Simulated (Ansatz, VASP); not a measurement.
# MoS2 in VASP and in Ansatz

```
Mo S
1.0
     3.22300    0.00000    0.00000
    -1.61150    2.79120    0.00000
     0.00000    0.00000   12.53614
Mo S
2 4
Direct
  0.33333 0.66667 0.25000
  0.66667 0.33333 0.75000
  0.33333 0.66667 0.62750
  0.66667 0.33333 0.12750
  0.33333 0.66667 0.87250
  0.66667 0.33333 0.37250
```

Change from the starting cell: volume scaled by 1.06.

Alike in both runs: task single point; functional LDA; k mesh 10 × 10 × 3; occupations fermi-dirac, width 0.03 eV; no spin polarisation.

```csv
,VASP,Ansatz
version,VASP 6.6.1,Ansatz 0.2.0
potentials or method,"VASP PAW LDA potentials, release 64 (Mo_sv, S), cutoff 520 eV","all-electron LAPW, scalar-relativistic"
```

VASP gave:

```
pressure (GPa)                                                : -7.2
traceless stress, the component that is largest in VASP (GPa) : 3.72
rms of the force components (eV/Å)                            : 0.107
```

Problem. Which values does Ansatz return?

Solution. Pressure (GPa): -7.2; traceless stress, the component that is largest in VASP (GPa): 3.75; rms of the force components (eV/Å): 0.112.

LDA's correlation is that of Perdew and Zunger in VASP and of Perdew and Wang (1992) in Ansatz. Atom by atom the forces differ by 0.006 eV/Å (rms over components). Ansatz ran all-electron here, and VASP with PAW potentials.
